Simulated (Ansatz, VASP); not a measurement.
## One calculation of BiO5, two programs

```
Bi O
1.0
     4.39917    0.00000    0.00000
    -2.19958    3.80979    0.00000
     0.00000    0.00000    6.08833
Bi O
1 5
Direct
  0.00000 0.00000 0.50000
  0.50000 0.00000 0.50000
  0.00000 0.50000 0.50000
  0.50000 0.50000 0.50000
  0.33333 0.66667 0.00000
  0.66667 0.33333 0.00000
```

Alike in both runs: functional PBE; k mesh 5 × 5 × 3; occupations gaussian, width 0.2 eV; no spin polarisation.

Ansatz relaxed the structure, and its values are those at the end. VASP's run is a single point on that final structure, the one shown.

```csv
,VASP,Ansatz
version,VASP 6.6.1,Ansatz 0.2.0
potentials or method,"VASP PAW PBE potentials, release 64 (Bi_d, O), cutoff 600 eV","scalar-relativistic, plane waves, PAW"
valence electrons in the cell,45,45
```

```csv
,VASP,Ansatz,Ansatz less VASP
gap on the k mesh at the Fermi level (eV),none,none,-
pressure (GPa),0.1,0.1,0.00
```

A gap of «none» marks a metal or a gap that the smearing closes.

Neither program's run includes spin-orbit coupling.
